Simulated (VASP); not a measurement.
Set up this calculation in VASP 6.6.1, as the native input.

| Property | Result |
| --- | --- |
| Task | relaxation of cell and atoms |
| Functional | PBEsol |
| Potentials or basis | VASP PAW PBE potentials, release 64 (Ni) |
| Cutoff | 600 eV |
| k mesh | 16 × 16 × 16 |
| Occupations | fermi-dirac, width 0.05 eV |
| Spin | collinear spin, ferromagnetic start |
| Starting moments | [0.8] μB |
| Dipole correction | no |
| Further INCAR settings | ALGO = Normal; EDIFF = 1e-06; IBRION = 2; EDIFFG = -0.01; NSW = 80; ISIF = 3 |

The structure of Ni lies in POSCAR:

```
Ni
1.0
   -1.3984527048      1.3984527048      1.3984527048
    1.3984527048     -1.3984527048      1.3984527048
    1.3984527048      1.3984527048     -1.3984527048
Ni
1
Direct
    0.0000000000      0.0000000000      0.0000000000
```

These files were run (other wordings do the same):

INCAR

```
SYSTEM = Ni
PREC = Accurate ; ENCUT = 600
EDIFF = 1E-6 ; ISMEAR = -1
SIGMA = 0.05 ; LREAL = .FALSE.
LASPH = .TRUE. ; NELM = 150
ALGO = Normal ; ISIF = 3
LWAVE = .FALSE. ; LCHARG = .FALSE.
ISPIN = 2 ; MAGMOM = 0.8
LORBIT = 11 ; LMAXMIX = 4
GGA = PS ; IBRION = 2
NSW = 80 ; EDIFFG = -0.01
```

KPOINTS

```
regular mesh
0
G
  16 16 16
  0 0 0
```

Potentials or basis: VASP PAW PBE potentials, release 64 (Ni).

Command:

```sh
$ cat potpaw_PBE.64/Ni/POTCAR > POTCAR
$ mpirun -np 1 vasp_std > vasp.out
```

Results of the run:

```yaml
Relaxed_volume: 10.46 Å³/atom
Relaxed_cell: a = 2.386 Å, b = 2.386 Å, c = 2.386 Å, α = 109.47°, β = 109.47°, γ = 109.47°
Space_group_after_relaxing_to_0.05_Å: Im-3m (No. 229)
Energy_gained_by_relaxing: 14.1 meV/atom
Ionic_steps: 3
Pressure_after_relaxing: -0.1 GPa
Net_moment: 0.53 μB per cell
Site_moments: Ni +0.53 μB
Valence_electrons_inside_the_program's_atomic_spheres: Ni 9.39
```

Caveat: the PAW data sets were made with another functional, which shifts forces and pressure a little.

Wall time 64 s on 1 thread of Intel(R) Xeon(R) 6975P-C (Granite Rapids), on a shared host, peak memory 0.15 GiB.
